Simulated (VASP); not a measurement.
# BaS: single point with HSE06

BaS:

```
Ba S
1.0
     0.00000    3.21490    3.21490
     3.21490    0.00000    3.21490
     3.21490    3.21490    0.00000
Ba S
1 1
Direct
  0.00000 0.00000 0.00000
  0.50000 0.50000 0.50000
```

```json
{"Program": "VASP 6.6.1", "Task": "single point", "Functional": "HSE06", "Potentials or basis": "VASP PAW PBE potentials, release 64 (Ba_sv, S)", "Cutoff": "520 eV", "k mesh": "4 × 4 × 4", "Occupations": "fermi-dirac, width 0.05 eV", "Spin": "no spin polarisation", "Dipole correction": "no", "Grid for exact exchange (PRECFOCK)": "Normal", "Further INCAR settings": "ALGO = Normal; EDIFF = 1e-06; NBANDS = 15", "Share of exact exchange": "0.25", "Screening parameter": "0.2079 1/Å"}
```

```json
{
 "Pressure": "0.1 GPa",
 "Band gap on the k mesh": "3.05 eV (least direct gap 3.22 eV)"
}
```

Levels at points of the mesh, in eV from the valence-band top:
```csv
k point,band 6,band 7,band 8,band 9,band 10,band 11
"(0.00, 0.00, 0.00)",0.00,0.00,0.00,4.48,4.91,4.91
"(0.50, 0.00, 0.00)",-2.02,-1.11,-1.11,6.59,6.63,7.47
"(0.50, 0.50, 0.00)",-0.61,-0.17,-0.17,3.05,7.04,7.07
```

It took 8.2 min on 1 thread of Intel(R) Xeon(R) Platinum 8375C CPU @ 2.90GHz (Ice Lake), on a shared host, peak memory 0.31 GiB.

Caveat: the k points lie up to 0.42 Å⁻¹ apart; the PAW data sets were made with another functional, which shifts forces and pressure a little; spin-orbit coupling is left out, which moves the levels of the heavy elements. A k mesh can miss the band edges.
